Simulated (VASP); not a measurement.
A run of VASP 6.6.1 is set up as follows.

File INCAR:

```
PREC     = Accurate       # precision mode
ENCUT    = 600            # plane-wave cutoff, eV
EDIFF    = 1E-6           # SCF threshold, eV
ISMEAR   = -1             # smearing method
SIGMA    = 0.02           # smearing width, eV
LREAL    = False          # projectors in reciprocal space
LASPH    = True           # aspherical terms in the spheres
NELM     = 60             # most SCF steps
ALGO     = Normal         # electronic algorithm
ISIF     = 3              # what is computed and relaxed
LWAVE    = False          # write WAVECAR
LCHARG   = False          # write CHGCAR
GGA      = PE             # functional
IBRION   = 2              # ionic algorithm
NSW      = 50             # ionic steps
EDIFFG   = -0.03          # ionic threshold
PSTRESS  = 200.0
```

File KPOINTS:

```
Automatic mesh
0
Gamma
  5 5 5
```

POSCAR

```
I
1.0
    0.0000000000      3.4950000000      3.4950000000
    3.4950000000      0.0000000000      3.4950000000
    3.4950000000      3.4950000000      0.0000000000
I
2
Direct
    0.0000000000      0.0000000000      0.0000000000
    0.2500000000      0.2500000000      0.2500000000
```

Potentials or basis: VASP PAW PBE potentials, release 64 (I).

Launch:

```console
$ cat potpaw_PBE.64/I/POTCAR > POTCAR
$ mpirun -np 1 vasp_std > vasp.out
```

Predict the relaxed volume.

35.56 Å³/atom.

What does it give for the relaxed cell?

a = 4.651 Å, b = 4.651 Å, c = 4.651 Å, α = 60.00°, β = 60.00°, γ = 60.00°.

Predict the space group after relaxing (to 0.1 Å).

Fd-3m (No. 227).

Final structure:
```cif
data_structure
_symmetry_space_group_name_H-M 'P 1'
_symmetry_Int_Tables_number 1
_cell_length_a 4.6505
_cell_length_b 4.6505
_cell_length_c 4.6505
_cell_angle_alpha 60.000
_cell_angle_beta 60.000
_cell_angle_gamma 60.000
_cell_volume 71.12
loop_
_atom_site_label
_atom_site_type_symbol
_atom_site_fract_x
_atom_site_fract_y
_atom_site_fract_z
_atom_site_occupancy
I1 I 0.00000 0.00000 0.00000 1
I2 I 0.25000 0.25000 0.25000 1
```

Caveat: the cell is relaxed towards a set pressure, so the run minimises the enthalpy, not the energy; the volume moved by over 15 % at a fixed basis, so the end points are rough.
